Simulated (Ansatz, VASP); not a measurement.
# Two plane-wave programs on Si3Sn

```xyz
4
Lattice="3.5691 0.0000 0.0000 -1.7845 3.0909 0.0000 0.0000 0.0000 7.1395" Properties=species:S:1:pos:R:3 pbc="T T T"
Si    0.0000    2.0606    0.0000
Si    1.7845    1.0303    1.3947
Si    1.7845    1.0303    5.7448
Sn    0.0000    2.0606    3.5697
```

Alike in both runs: functional PBE; k mesh 18 × 18 × 8; occupations gaussian, width 0.1 eV; no spin polarisation.

Ansatz relaxed the structure, and its values are those at the end. VASP's run is a single point on that final structure, the one shown.

|  | VASP | Ansatz |
| --- | --- | --- |
| version | VASP 6.6.1 | Ansatz 0.2.0 |
| potentials or method | VASP PAW PBE potentials, release 64 (Si, Sn_d), cutoff 520 eV | scalar-relativistic, plane waves, PAW |
| valence electrons in the cell | 26 | 26 |

```tsv
	VASP	Ansatz	Ansatz less VASP
gap on the k mesh at the Fermi level (eV)	none	none	-
pressure (GPa)	-0.1	0.0	+0.07
```

A gap of «none» marks a metal or a gap that the smearing closes.
